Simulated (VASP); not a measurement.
Runs of VASP 6.6.1 on MgO. The structure is that of space group I4/mmm (No. 139), or close to it. The cells are those of the table. 

```tsv
cell	gap on the mesh (eV)	pressure (GPa)
a = 2.935, b = 2.935, c = 3.390 Å, angles 54.7, 54.7, 70.5°, 2 atoms	4.41	41.2
a = 2.983, b = 2.983, c = 3.105 Å, angles 58.6, 58.6, 62.7°, 2 atoms	5.09	-5.9
a = 3.075, b = 3.075, c = 2.925 Å, angles 61.6, 61.6, 56.8°, 2 atoms	5.05	(a)
a = 2.942, b = 2.942, c = 3.280 Å, angles 56.1, 56.1, 67.8°, 2 atoms	4.69	(b)
a = 3.139, b = 3.139, c = 2.842 Å, angles 63.1, 63.1, 53.8°, 2 atoms	4.93	1.0
a = 2.958, b = 2.958, c = 3.188 Å, angles 57.4, 57.4, 65.2°, 2 atoms	4.92	0.9
a = 2.940, b = 2.940, c = 3.486 Å, angles 53.6, 53.6, 72.7°, 2 atoms	4.17	(c)
```

Alike in all rows: task single point; level r2SCAN; potentials or basis VASP PAW PBE potentials, release 64 (Mg, O); no spin polarisation; k mesh 10 × 10 × 10; cutoff (eV) 520; smearing gaussian 0.05 eV.

**Question.** Fill in the values left out.

**Answer.** (a) -5.6; (b) 14.9; (c) 74.9.

Caveats: the PAW data sets were made with another functional, which shifts forces and pressure a little; the cell stands under pressure (at least some runs); the cell stands under tension (at least some runs).

